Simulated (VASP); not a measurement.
# AgCl in VASP: notebook, part 2 of 2

VASP 6.6.1. Earlier steps stand in the parts before.

## Step 3: Single point, PBE (strain along [111] +5.0%)

File INCAR:

```
SYSTEM = AgCl
PREC = Accurate
ENCUT = 520
EDIFF = 1E-6
ISMEAR = -1
SIGMA = 0.02
LREAL = .FALSE.
LASPH = .TRUE.
NELM = 60
ALGO = Normal
ISIF = 2
LWAVE = .FALSE.
LCHARG = .FALSE.
GGA = PE
NBANDS = 16
```

File KPOINTS:

```
regular mesh
0
G
  8 8 8
  0 0 0
```

File POSCAR:

```
AgCl
1.0
    0.0924394605      2.8656232746      2.8656232746
    2.8656232746      0.0924394605      2.8656232746
    2.8656232746      2.8656232746      0.0924394605
Ag Cl
1 1
Direct
    0.0000000000      0.0000000000      0.0000000000
    0.5000000000      0.5000000000      0.5000000000
```

Potentials or basis: VASP PAW PBE potentials, release 64 (Ag, Cl).

Launch:

```sh
$ cat potpaw_PBE.64/Ag/POTCAR potpaw_PBE.64/Cl/POTCAR > POTCAR
$ mpirun -np 1 vasp_std > vasp.out
```

OUTCAR:

```text
SYSTEM = AgCl
   PREC = Accurate
   ENCUT = 520
   EDIFF = 1E-6
   ISMEAR = -1
   LREAL = .FALSE.
   LASPH = .TRUE.
   NELM = 60
   ISIF = 2
   GGA = PE

 ion  position               nearest neighbor table
   1  0.000  0.000  0.000-   2 2.82   2 2.82   2 2.82   2 2.82   2 2.82   2 2.82
   2  0.500  0.500  0.500-   1 2.82   1 2.82   1 2.82   1 2.82   1 2.82   1 2.82

  LATTYP: Found a trigonal (rhomboedric) cell.
 ALAT       =     4.0536574297
 COS(alpha) =     0.5319812793

  Lattice vectors:

 A1 = (   0.0924394605,   2.8656232746,   2.8656232746)
 A2 = (   2.8656232746,   0.0924394605,   2.8656232746)
 A3 = (   2.8656232746,   2.8656232746,   0.0924394605)

Analysis of symmetry for initial positions (statically):
=====================================================================
 Subroutine PRICEL returns:
 Original cell was already a primitive cell.

 Routine SETGRP: Setting up the symmetry group for a
 trigonal (rhombohedral) supercell.

 Subroutine GETGRP returns: Found 12 space group operations
 (whereof 12 operations were pure point group operations)
 out of a pool of 12 trial point group operations.

The static configuration has the point symmetry D_3d.

Analysis of symmetry for dynamics (positions and initial velocities):
=====================================================================
 Subroutine PRICEL returns:
 Original cell was already a primitive cell.

 Routine SETGRP: Setting up the symmetry group for a
 trigonal (rhombohedral) supercell.

 Subroutine GETGRP returns: Found 12 space group operations
 (whereof 12 operations were pure point group operations)
 out of a pool of 12 trial point group operations.

The dynamic configuration has the point symmetry D_3d.

 Subroutine INISYM returns: Found 12 space group operations
 (whereof 12 operations are pure point group operations),
 and found     1 'primitive' translations

----------------------------------------------------------------------------------------

                                     Primitive cell

  volume of cell :      44.7873

  direct lattice vectors                    reciprocal lattice vectors
     0.092439461  2.865623275  2.865623275    -0.183160058  0.177436306  0.177436306
     2.865623275  0.092439461  2.865623275     0.177436306 -0.183160058  0.177436306
     2.865623275  2.865623275  0.092439461     0.177436306  0.177436306 -0.183160058

  length of vectors
     4.053657430  4.053657430  4.053657430     0.310668460  0.310668460  0.310668460

  position of ions in fractional coordinates (direct lattice)
     0.000000000  0.000000000  0.000000000
     0.500000000  0.500000000  0.500000000

  ion indices of the primitive-cell ions
   primitive index   ion index
                 1           1
                 2           2

----------------------------------------------------------------------------------------

 KPOINTS: regular mesh

Automatic generation of k-mesh.
 Grid dimensions read from file:
 generate k-points for:    8    8    8

 Generating k-lattice:

  Cartesian coordinates                     Fractional coordinates (reciprocal lattice)
    -0.022895007  0.022179538  0.022179538     0.125000000  0.000000000  0.000000000
     0.022179538 -0.022895007  0.022179538     0.000000000  0.125000000  0.000000000
     0.022179538  0.022179538 -0.022895007     0.000000000  0.000000000  0.125000000

  Length of vectors
     0.038833558  0.038833558  0.038833558

  Shift w.r.t. Gamma in fractional coordinates (k-lattice)
     0.000000000  0.000000000  0.000000000

 Subroutine IBZKPT returns following result:
 ===========================================

 Found     65 irreducible k-points:

 Following reciprocal coordinates:
            Coordinates               Weight
  0.000000  0.000000  0.000000      1.000000
  0.125000  0.000000  0.000000      6.000000
  0.250000  0.000000  0.000000      6.000000
  0.375000  0.000000  0.000000      6.000000
  0.500000  0.000000  0.000000      3.000000
  0.125000  0.125000  0.000000      6.000000
[... 16 lines left out ...]
  0.250000  0.125000  0.125000      6.000000
  0.375000  0.125000  0.125000      6.000000
 [... further k-points ...]
   k-points           NKPTS =     65   k-points in BZ     NKDIM =     65   number of bands    NBANDS=     16
   number of dos      NEDOS =    301   number of ions     NIONS =      2
   total plane-waves  NPLWV =  27000
   dimension x,y,z NGX =    30 NGY =   30 NGZ =   30
   dimension x,y,z NGXF=    60 NGYF=   60 NGZF=   60
   ions per type =               1   1
   NGX,Y,Z   is equivalent  to a cutoff of  12.30, 12.30, 12.30 a.u.
   NGXF,Y,Z  is equivalent  to a cutoff of  24.61, 24.61, 24.61 a.u.
 SYSTEM =  AgCl
   PREC   = accura    normal or accurate (medium, high low for compatibility)
   ISTART =      0    job   : 0-new  1-cont  2-samecut
   ICHARG =      2    charge: 1-file 2-atom 10-const
   ISPIN  =      1    spin polarized calculation?
   LNONCOLLINEAR =      F non collinear calculations
   LSORBIT =      F    spin-orbit coupling
   LASPH  =      T    aspherical Exc in radial PAW
   ENCUT  =  520.0 eV  38.22 Ry    6.18 a.u.   7.54  7.54  7.54*2*pi/ulx,y,z
   NELM   =     60;   NELMIN=  2; NELMDL= -5     # of ELM steps
   EDIFF  = 0.1E-05   stopping-criterion for ELM
   LREAL  =      F    real-space projection
   EDIFFG = 0.1E-04   stopping-criterion for IOM
   NSW    =      0    number of steps for IOM
   IBRION =     -1    ionic relax: 0-MD 1-quasi-New 2-CG
   NFREE  =      0    steps in history (QN), initial steepest desc. (CG)
   ISIF   =      2    stress and relaxation
   ISYM   =      2    0-nonsym 1-usesym 2-fastsym
   POTIM  = 0.5000    time-step for ionic-motion
   TEBEG  =    0.0;   TEEND  =   0.0 temperature during run
   PSTRESS=    0.0 pullay stress
   NELECT =      18.0000    total number of electrons
   NUPDOWN=      -1.0000    fix difference up-down
   EMIN   =  10.00;   EMAX   =-10.00  energy-range for DOS
   EFERMI =   0.00;   METHOD = LEGACY
   ISMEAR =    -1;   SIGMA  =   0.02  broadening in eV -4-tet -1-fermi 0-gaus
   EFERMI_NEDOS =   21; number of points for ismear=-14 and -15
   IALGO  =     38    algorithm
   IMIX   =      4    mixing-type and parameters
     AMIX     =   0.40;   BMIX     =  1.00
     AMIX_MAG =   1.60;   BMIX_MAG =  1.00
  volume/ion in A,a.u.               =      22.39       151.12
  Fermi-wavevector in a.u.,A,eV,Ry     =   1.208131  2.283036 19.858788  1.459580
  Thomas-Fermi vector in A             =   2.343748
   LORBIT       =      0    0 simple, 1 ext, 2 COOP (PROOUT), +10 PAW based schemes
   GGA     = PE    functional components
   LHFCALC =     F    Hartree Fock is set to
   AEXX    =    0.0000 exact exchange contribution
   IVDW    =     0    specifies the selected vdW correction
   LEPSILON=     F    determine dielectric tensor
   LRPA    =     F    only Hartree local field effects (RPA)
 non-spin polarized calculation
  energy-cutoff  :      520.00
  volume of cell :       44.79
 maximum number of plane-waves:      1231
   NGX = 15   NGY = 15   NGZ = 15

 number of electron      18.0000001 magnetization

 Free energy of the ion-electron system (eV)
  ---------------------------------------------------
  ext. energy  EPLUGINS =         0.00000000
  ---------------------------------------------------
  free energy    TOTEN  =        -5.39691387 eV

  energy without entropy =       -5.39691387  energy(sigma->0) =       -5.39691387

 E-fermi :   3.7333     XC(G=0):  -9.7130

 val. band max:        3.2479277869   @ k =   0.5000   0.0000   0.0000
 cond. band min:       4.1279267269   @ k =   0.0000   0.0000   0.0000
 fundamental gap:      0.8799989400
 Fermi energy:         3.7333396552

 k-point     1 :       0.0000    0.0000    0.0000
  band No.  band energies     occupation
      1     -11.6126      2.00000
      2       0.9122      2.00000
      3       0.9561      2.00000
      4       0.9597      2.00000
      5       0.9597      2.00000
      6       1.0118      2.00000
[... 8 lines left out ...]
     15      16.2403      0.00000
     16      16.3708      0.00000
[... 419 lines left out ...]
 k-point    24 :       0.3750    0.1250    0.1250
  band No.  band energies     occupation
      1     -11.3557      2.00000
      2      -0.9880      2.00000
      3      -0.3731      2.00000
      4      -0.1592      2.00000
      5       1.1432      2.00000
      6       1.1847      2.00000
[... 8 lines left out ...]
     15      16.5570      0.00000
     16      16.7362      0.00000

 [... further k-points ...]

------------------------ aborting loop because EDIFF is reached ----------------------------------------

  FORCE on cell =-STRESS in cart. coord.  units (eV):
  Direction    XX          YY          ZZ          XY          YZ          ZX
  --------------------------------------------------------------------------------------
  -------------------------------------------------------------------------------------
  Total       -0.2033801     -0.2033801     -0.2033801     -0.0641737     -0.0641737     -0.0641737
  in kB       -7.2755156     -7.2755156     -7.2755156     -2.2956861     -2.2956861     -2.2956861
  external PRESSURE =      -7.2755156 kB  Pullay stress =       0.0000000 kB

 VOLUME and BASIS-vectors are now :
 -----------------------------------------------------------------------------
  energy-cutoff  :      520.00
  volume of cell :       44.79
      direct lattice vectors                 reciprocal lattice vectors
     0.092439461  2.865623275  2.865623275    -0.183160058  0.177436306  0.177436306
     2.865623275  0.092439461  2.865623275     0.177436306 -0.183160058  0.177436306
     2.865623275  2.865623275  0.092439461     0.177436306  0.177436306 -0.183160058

 POSITION                                       TOTAL-FORCE (eV/Angst)
 -----------------------------------------------------------------------------------
      0.00000      0.00000      0.00000         0.000000      0.000000     -0.000000
      2.91184      2.91184      2.91184        -0.000000     -0.000000      0.000000
 -----------------------------------------------------------------------------------
    total drift:                               -0.000000      0.000000      0.000000

  FREE ENERGIE OF THE ION-ELECTRON SYSTEM (eV)
  ---------------------------------------------------
  free  energy   TOTEN  =        -5.3969138683 eV

  energy  without entropy=       -5.3969138683  energy(sigma->0) =       -5.39691387
```

OSZICAR:

```text
N       E                     dE             d eps       ncg     rms          rms(c)
DAV:   1     0.100749998371E+03    0.10075E+03   -0.85092E+03  2096   0.100E+03
DAV:   2    -0.169869172391E+01   -0.10245E+03   -0.94358E+02  2584   0.220E+02
DAV:   3    -0.556461174419E+01   -0.38659E+01   -0.38557E+01  2672   0.452E+01
DAV:   4    -0.559282872451E+01   -0.28217E-01   -0.28215E-01  2672   0.414E+00
DAV:   5    -0.559321749733E+01   -0.38877E-03   -0.38877E-03  2600   0.484E-01    0.536E+00
DAV:   6    -0.540172227169E+01    0.19150E+00   -0.25981E-01  2680   0.647E+00    0.352E+00
DAV:   7    -0.539745976580E+01    0.42625E-02   -0.96605E-02  2488   0.209E+00    0.184E+00
DAV:   8    -0.539675726834E+01    0.70250E-03   -0.51859E-03  2528   0.731E-01    0.289E-01
DAV:   9    -0.539683150194E+01   -0.74234E-04   -0.50977E-04  2624   0.298E-01    0.452E-02
DAV:  10    -0.539690902915E+01   -0.77527E-04   -0.12390E-04  2568   0.966E-02    0.336E-02
DAV:  11    -0.539691394288E+01   -0.49137E-05   -0.52193E-06  2672   0.159E-02    0.389E-03
DAV:  12    -0.539691386834E+01    0.74548E-07   -0.17576E-07  1592   0.415E-03
   1 F= -.53969139E+01 E0= -.53969139E+01  d E =-.464332E-11
```

stdout:

```text
POSCAR found type information on POSCAR AgCl
 POSCAR found :  2 types and       2 ions
 scaLAPACK will be used
 LDA part: xc-table for (Slater+PW92), standard interpolation
 POSCAR, INCAR and KPOINTS ok, starting setup
 FFT: planning ... GRIDC
 FFT: planning ... GRID_SOFT
 FFT: planning ... GRID
 WAVECAR not read
 entering main loop
```

Run time: 42 s. Hardware: 1 thread of Intel Xeon Platinum 8488C (Sapphire Rapids), shared host; peak memory 0.19 GiB.

Results:

- Free energy: -5.3969 eV
- Pressure: -0.7 GPa
- Band gap on the k mesh: 0.88 eV (least direct gap 2.96 eV)

Levels at points of the mesh, in eV from the valence-band top:
```csv
k point,band 5,band 6,band 7,band 8,band 9,band 10,band 11,band 12,band 13,band 14
"(0.00, 0.00, 0.00)",-2.29,-2.24,-2.24,-2.08,-2.08,0.88,10.47,11.03,11.03,12.23
"(0.50, 0.00, 0.00)",-2.00,-1.94,-1.64,-0.06,0.00,4.28,6.29,7.47,7.81,13.25
"(0.50, 0.50, 0.00)",-2.58,-2.09,-1.86,-1.86,-1.81,2.43,8.07,8.40,11.13,11.37
"(0.50, 0.50, 0.50)",-1.99,-1.99,-1.75,-0.07,-0.07,4.50,6.03,8.05,8.05,13.56
```

Caveat: the cell differs from its parent crystal (strain along [111] +5.0%). A k mesh can miss the band edges.

## Step 4: Single point, r2SCAN (epitaxial xy strain -1.0%)

File POSCAR:

```
AgCl
1.0
    0.0000000000      2.7454519760      2.8044405052
    2.7454519760      0.0000000000      2.8044405052
    2.7454519760      2.7454519760      0.0000000000
Ag Cl
1 1
Direct
    0.0000000000      0.0000000000      0.0000000000
    0.5000000000      0.5000000000      0.5000000000
```

File INCAR.step1:

```
PREC = Accurate ; ENCUT = 520
ISMEAR = 0 ; SIGMA = 0.01
LREAL = False ; LASPH = True
NELM = 100 ; NBANDS = 16
GGA = PE ; ALGO = Normal
EDIFF = 1E-4 ; LWAVE = True
LCHARG = False
```

File INCAR.step2:

```
PREC = Accurate ; ENCUT = 520
EDIFF = 1E-6 ; ISMEAR = 0
SIGMA = 0.01 ; LREAL = False
LASPH = True ; NELM = 100
ALGO = Normal ; ISIF = 2
LWAVE = False ; LCHARG = False
METAGGA = R2SCAN ; LMIXTAU = True
NBANDS = 16 ; ISTART = 1
```

File KPOINTS:

```
Automatic mesh
0
Gamma
  8 8 8
```

Launch:

```sh
$ cat potpaw_PBE.64/Ag/POTCAR potpaw_PBE.64/Cl/POTCAR > POTCAR
$ cp INCAR.step1 INCAR
$ mpirun -np 1 vasp_std > vasp.out
$ cp INCAR.step2 INCAR
$ mpirun -np 1 vasp_std > vasp.out
```

Wall time 2.2 min (1 thread of Intel Xeon Platinum 8488C (Sapphire Rapids), shared host); peak memory 0.19 GiB.

It converged, with:

| Property | Result |
| --- | --- |
| Free energy | -28.6415 eV |
| Pressure | 0.4 GPa |
| Band gap on the k mesh | 1.35 eV (least direct gap 3.73 eV) |

Stress tensor (GPa, compression positive):
```
 0.64  0.00  0.00
 0.00  0.64  0.00
 0.00  0.00 -0.03
```

Levels at points of the mesh, in eV from the valence-band top:
| k point | band 6 | band 7 | band 8 | band 9 | band 10 | band 11 | band 12 | band 13 |
| --- | --- | --- | --- | --- | --- | --- | --- | --- |
| (0.00, 0.00, 0.00) | -2.53 | -2.51 | -2.49 | -2.49 | 1.35 | 11.23 | 11.28 | 11.28 |
| (0.50, 0.00, 0.00) | -2.17 | -1.85 | -0.14 | 0.00 | 4.61 | 7.15 | 8.08 | 8.29 |
| (0.50, 0.50, 0.00) | -2.32 | -2.06 | -2.06 | -1.95 | 2.86 | 8.36 | 9.06 | 12.43 |
| (0.50, 0.00, 0.50) | -2.29 | -2.07 | -2.05 | -1.93 | 2.83 | 8.22 | 9.27 | 12.09 |

Caveat: the cell differs from its parent crystal (epitaxial xy strain -1.0%); the PAW data sets were made with another functional, which shifts forces and pressure a little. A k mesh can miss the band edges.

## Step 5: Single point, r2SCAN (uniaxial z strain +1.0%)

File POSCAR:

```
AgCl
1.0
    0.0000000000      2.7731838141      2.8009156523
    2.7731838141      0.0000000000      2.8009156523
    2.7731838141      2.7731838141      0.0000000000
Ag Cl
1 1
Direct
    0.0000000000      0.0000000000      0.0000000000
    0.5000000000      0.5000000000      0.5000000000
```

File INCAR.step1:

```
PREC     = Accurate       # precision mode
ENCUT    = 520            # plane-wave cutoff, eV
ISMEAR   = 0              # smearing method
SIGMA    = 0.01           # smearing width, eV
LREAL    = False          # projectors in reciprocal space
LASPH    = True           # aspherical terms in the spheres
NELM     = 100            # most SCF steps
NBANDS   = 16             # bands
GGA      = PE             # functional
ALGO     = Normal         # electronic algorithm
EDIFF    = 1E-4           # SCF threshold, eV
LWAVE    = True           # write WAVECAR
LCHARG   = False          # write CHGCAR
```

File INCAR.step2:

```
PREC     = Accurate       # precision mode
ENCUT    = 520            # plane-wave cutoff, eV
EDIFF    = 1E-6           # SCF threshold, eV
ISMEAR   = 0              # smearing method
SIGMA    = 0.01           # smearing width, eV
LREAL    = False          # projectors in reciprocal space
LASPH    = True           # aspherical terms in the spheres
NELM     = 100            # most SCF steps
ALGO     = Normal         # electronic algorithm
ISIF     = 2              # what is computed and relaxed
LWAVE    = False          # write WAVECAR
LCHARG   = False          # write CHGCAR
METAGGA  = R2SCAN         # meta-GGA
LMIXTAU  = True         
NBANDS   = 16             # bands
ISTART   = 1
```

KPOINTS is that of step 4.

Launch:

```sh
$ cat potpaw_PBE.64/Ag/POTCAR potpaw_PBE.64/Cl/POTCAR > POTCAR
$ cp INCAR.step1 INCAR
$ mpirun -np 1 vasp_std > vasp.out
$ cp INCAR.step2 INCAR
$ mpirun -np 1 vasp_std > vasp.out
```

It took 2.6 min on 1 thread of Intel Xeon Platinum 8488C (Sapphire Rapids), shared host; peak memory 0.2 GiB.

Results (log left out):

- Free energy: -28.6423 eV
- Pressure: -0.6 GPa
- Band gap on the k mesh: 1.39 eV (least direct gap 3.66 eV)

Stress tensor (GPa, compression positive):
```
-0.51  0.00  0.00
 0.00 -0.51  0.00
 0.00  0.00 -0.76
```

Levels at points of the mesh, in eV from the valence-band top:
```csv
k point,band 5,band 6,band 7,band 8,band 9,band 10,band 11,band 12,band 13,band 14
"(0.00, 0.00, 0.00)",-2.42,-2.42,-2.41,-2.37,-2.37,1.39,11.29,11.32,11.32,12.74
"(0.50, 0.00, 0.00)",-2.08,-2.07,-1.76,-0.07,0.00,4.70,7.07,8.21,8.31,14.01
"(0.50, 0.50, 0.00)",-2.74,-2.20,-1.96,-1.96,-1.86,2.92,8.37,9.10,12.31,12.31
"(0.50, 0.00, 0.50)",-2.73,-2.19,-1.96,-1.95,-1.85,2.91,8.31,9.21,12.15,12.31
```

Caveat: the cell differs from its parent crystal (uniaxial z strain +1.0%); the PAW data sets were made with another functional, which shifts forces and pressure a little. A k mesh can miss the band edges.

## Step 6: Single point, r2SCAN (strain along [111] +5.0%)

File POSCAR:

```
AgCl
1.0
    0.0924394605      2.8656232746      2.8656232746
    2.8656232746      0.0924394605      2.8656232746
    2.8656232746      2.8656232746      0.0924394605
Ag Cl
1 1
Direct
    0.0000000000      0.0000000000      0.0000000000
    0.5000000000      0.5000000000      0.5000000000
```

File INCAR.step1:

```
  PREC = Accurate
  ENCUT = 520
  ISMEAR = 0
  SIGMA = 0.01
  LREAL = False
  LASPH = True
  NELM = 60
  NBANDS = 16
  GGA = PE
  ALGO = Normal
  EDIFF = 1E-4
  LWAVE = True
  LCHARG = False
```

File INCAR.step2:

```
  PREC = Accurate
  ENCUT = 520
  EDIFF = 1E-6
  ISMEAR = 0
  SIGMA = 0.01
  LREAL = False
  LASPH = True
  NELM = 60
  ALGO = Normal
  ISIF = 2
  LWAVE = False
  LCHARG = False
  METAGGA = R2SCAN
  LMIXTAU = True
  NBANDS = 16
  ISTART = 1
```

KPOINTS is that of step 5.

Potentials or basis: VASP PAW PBE potentials, release 64 (Ag, Cl).

Launch:

```sh
$ cat potpaw_PBE.64/Ag/POTCAR potpaw_PBE.64/Cl/POTCAR > POTCAR
$ cp INCAR.step1 INCAR
$ mpirun -np 1 vasp_std > vasp.out
$ cp INCAR.step2 INCAR
$ mpirun -np 1 vasp_std > vasp.out
```

It took 2.7 min on 1 thread of Intel Xeon Platinum 8488C (Sapphire Rapids), shared host; peak memory 0.2 GiB.

It converged, with:

```yaml
Free_energy: -28.6245 eV
Pressure: -2.3 GPa
Band_gap_on_the_k_mesh: 1.38 eV (least direct gap 3.51 eV)
```

Stress tensor (GPa, compression positive):
```
-2.33 -0.24 -0.24
-0.24 -2.33 -0.24
-0.24 -0.24 -2.33
```

Levels at points of the mesh, in eV from the valence-band top:
```tsv
k point	band 6	band 7	band 8	band 9	band 10	band 11	band 12	band 13
(0.00, 0.00, 0.00)	-2.22	-2.22	-2.19	-2.19	1.38	10.93	11.52	11.52
(0.50, 0.00, 0.00)	-1.93	-1.64	-0.06	0.00	4.72	6.91	8.06	8.41
(0.50, 0.50, 0.00)	-2.07	-1.86	-1.86	-1.79	2.97	8.38	8.98	11.94
(0.50, 0.50, 0.50)	-1.99	-1.74	-0.08	-0.08	4.97	6.62	8.65	8.65
```

Caveat: the cell differs from its parent crystal (strain along [111] +5.0%); the PAW data sets were made with another functional, which shifts forces and pressure a little.

## Step 7: Overview

```tsv
level	cell	smearing	gap on the mesh (eV)	pressure (GPa)
PBE	a = 3.942, b = 3.942, c = 3.922 Å, angles 60.2, 60.2, 59.7°, 2 atoms	fermi-dirac 0.02 eV	0.88	1.0
PBE	a = 4.054 Å, angles 57.9°, 2 atoms	fermi-dirac 0.02 eV	0.88	-0.7
r2SCAN	a = 3.925, b = 3.925, c = 3.883 Å, angles 60.4, 60.4, 59.3°, 2 atoms	gaussian 0.01 eV	1.35	0.4
r2SCAN	a = 3.942, b = 3.942, c = 3.922 Å, angles 60.2, 60.2, 59.7°, 2 atoms	gaussian 0.01 eV	1.39	-0.6
r2SCAN	a = 4.054 Å, angles 57.9°, 2 atoms	gaussian 0.01 eV	1.38	-2.3
```

Alike in all rows: task single point; potentials or basis VASP PAW PBE potentials, release 64 (Ag, Cl); no spin polarisation; k mesh 8 × 8 × 8; cutoff (eV) 520.

Caveats: the PAW data sets were made with another functional, which shifts forces and pressure a little (at least some runs).

Absolute energies hang on the potentials; compare differences alone.
